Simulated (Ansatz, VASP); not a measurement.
# CdSe in VASP and in Ansatz

```xyz
2
Lattice="0.0000 3.0981 3.0981 3.0981 0.0000 3.0981 3.0981 3.0981 0.0000" Properties=species:S:1:pos:R:3 pbc="T T T"
Cd    0.0000    0.0000    0.0000
Se    1.6290    1.5490    1.5490
```

Alike in both runs: task electric field gradients; functional PBE; k mesh 10 × 10 × 10; occupations fermi-dirac, width 0.08 eV; no spin polarisation.

|  | VASP | Ansatz |
| --- | --- | --- |
| version | VASP 6.6.1 | Ansatz 0.2.0 |
| potentials or method | VASP PAW PBE potentials, release 64 (Cd, Se) | PAW with Ansatz's default frozen-core files, scalar-relativistic |
| plane-wave cutoff (eV) | 520 | 420 |
| valence electrons in the cell | 18 | 36 |

```csv
,VASP,Ansatz,Ansatz less VASP
pressure (GPa),0.4,0.1,-0.26
"traceless stress, the component that is largest in VASP (GPa)",-1.12,-1.07,+0.050
rms of the force components (eV/Å),0.193,0.187,-0.0056
size of Vzz on the site where it differs most (V/Å²),31.3,28.8,-2.55
```

Atom by atom the forces differ by 0.006 eV/Å (rms over components). VASP's potentials hold 18 valence electrons a cell and Ansatz's 36, so a difference there can come from the potentials and not from the codes.
